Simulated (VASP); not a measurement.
Runs of VASP 6.6.1 on AlCu3. The structure is that of space group Pmmn (No. 59), or close to it. The cells are those of the table. 

```csv
cell,further INCAR settings,gap on the mesh (eV),pressure (GPa),largest force (eV/Å)
"a = 4.050, b = 4.965, c = 4.339 Å, 8 atoms",ALGO = Fast; EDIFF = 1e-07; NBANDS = 46,none,17.8,0.03
"a = 4.301, b = 5.272, c = 4.339 Å, 8 atoms",ALGO = Fast; EDIFF = 1e-07; NBANDS = 46,none,-3.6,0.17
"a = 4.050, b = 4.965, c = 4.473 Å, 8 atoms",ALGO = Fast; EDIFF = 1e-06; NBANDS = 46,none,11.6,0.11
"a = 4.050, b = 4.965, c = 4.607 Å, 8 atoms",ALGO = Fast; EDIFF = 1e-06; NBANDS = 46,none,(a),0.19
```

Alike in all rows: task single point; level PBEsol; potentials or basis VASP PAW PBE potentials, release 64 (Al, Cu); no spin polarisation; k mesh 10 × 8 × 10; cutoff (eV) 520; smearing gaussian 0.15 eV.

Problem. Fill in the values left out.

Solution. (a) 6.5.

Caveats: the PAW data sets were made with another functional, which shifts forces and pressure a little; the cell stands under pressure (at least some runs); the cell stands under tension (at least some runs).

A gap of «none» marks levels without a gap at the run's occupations.
